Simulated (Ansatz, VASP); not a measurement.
# One calculation of Ru, two programs

INCAR

```
AGGAC = 1.0 ; AGGAX = 1.0
ALDAC = 0.0 ; ALDAX = 1.0
ALGO = Fast ; EDIFF = 1E-6
ENCUT = 520 ; GGA = B5
ISIF = 2 ; ISMEAR = -1
IVDW = 13 ; LASPH = True
LCHARG = True ; LELF = True
LREAL = False ; LVHAR = True
LWAVE = False ; NBANDS = 21
NELM = 100 ; PREC = Accurate
SIGMA = 0.05 ; VDW_A1 = 0.44488865
VDW_A2 = 4.0933009 ; VDW_S6 = 1.0
VDW_S8 = 2.34076671
```

Contents of KPOINTS:

```
k-points
0
Gamma
  11 11 6
```

The input POSCAR:

```
Ru
1.0
    2.7058000000      0.0000000000      0.0000000000
   -1.3529000000      2.3432915376      0.0000000000
    0.0000000000      0.0000000000      4.2819000000
Ru
2
Direct
    0.6666666667      0.3333333333      0.7500000000
    0.3333333333      0.6666666667      0.2500000000
```

File input.yaml:

```yaml
crystal:
  lattice:
    - [2.7058, 0.0, 0.0]
    - [-1.3529, 2.3432915376, 0.0]
    - [0.0, 0.0, 4.2819]
  atoms:
    - { symbol: Ru, position: [0.6666666667, 0.3333333333, 0.75] }
    - { symbol: Ru, position: [0.3333333333, 0.6666666667, 0.25] }
hamiltonian:
  xc: blyp
  pseudopotentials: { kind: paw }
  dispersion: d4
kpoints:
  mp_grid: { grid: [11, 11, 6] }
scf:
  occupations: { method: fermi_dirac, width: 0.05 }
output:
  forces: true
  stress: true
  eigenvalues: true
```

Alike in both runs: task single point; functional BLYP; dispersion D4; k mesh 11 × 11 × 6; occupations fermi-dirac, width 0.05 eV; no spin polarisation.

|  | VASP | Ansatz |
| --- | --- | --- |
| version | VASP 6.6.1 | Ansatz 0.2.0 |
| potentials or method | VASP PAW PBE potentials, release 64 (Ru_pv) | Ansatz PAW |
| plane-wave cutoff (eV) | 520 | 420 |
| valence electrons in the cell | 28 | 32 |

Ansatz gave:

| Item | Value |
| --- | --- |
| gap on the k mesh at the Fermi level (eV) | none |
| pressure (GPa) | 6.9 |
| traceless stress, the component that is largest in VASP (GPa) | -0.02 |

Q: Estimate VASP's values.

A: gap on the k mesh at the Fermi level (eV): none; pressure (GPa): 7.8; traceless stress, the component that is largest in VASP (GPa): 0.06.

VASP's potentials were made for PBE, not for BLYP. A gap of «none» marks a metal or a gap that the smearing closes. VASP's potentials hold 28 valence electrons a cell and Ansatz's 32, so a difference there can come from the potentials and not from the codes.
